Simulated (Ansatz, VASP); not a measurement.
# RbBr in VASP and in Ansatz

```
CELL_PARAMETERS angstrom
0.00000 3.42750 3.53032
3.42750 0.00000 3.53032
3.42750 3.42750 0.00000
ATOMIC_POSITIONS crystal
Rb 0.00000 0.00000 0.00000
Br 0.50000 0.50000 0.50000
```

Change from the starting cell: strain +0.000 along x and y, +0.030 along z, atoms carried along.

Alike in both runs: task single point; functional r2SCAN; k mesh 6 × 6 × 6; occupations gaussian, width 0.05 eV; no spin polarisation.

```csv
,VASP,Ansatz
version,VASP 6.6.1,Ansatz 0.2.0
potentials or method,"VASP PAW PBE potentials, release 64 (Rb_sv, Br), cutoff 520 eV","scalar-relativistic, plane waves, PAW"
valence electrons in the cell,16,16
```

|  | VASP | Ansatz | Ansatz less VASP |
| --- | --- | --- | --- |
| gap on the k mesh at the Fermi level (eV) | 4.88 | 4.88 | 0.000 |
| least direct gap on the mesh (eV) | 4.88 | 4.88 | 0.000 |
| pressure (GPa) | 0.1 | 0.1 | -0.02 |
| traceless stress, the component that is largest in VASP (GPa) | -0.58 | -0.57 | +0.004 |

VASP's potentials were made for PBE, not for r2SCAN.
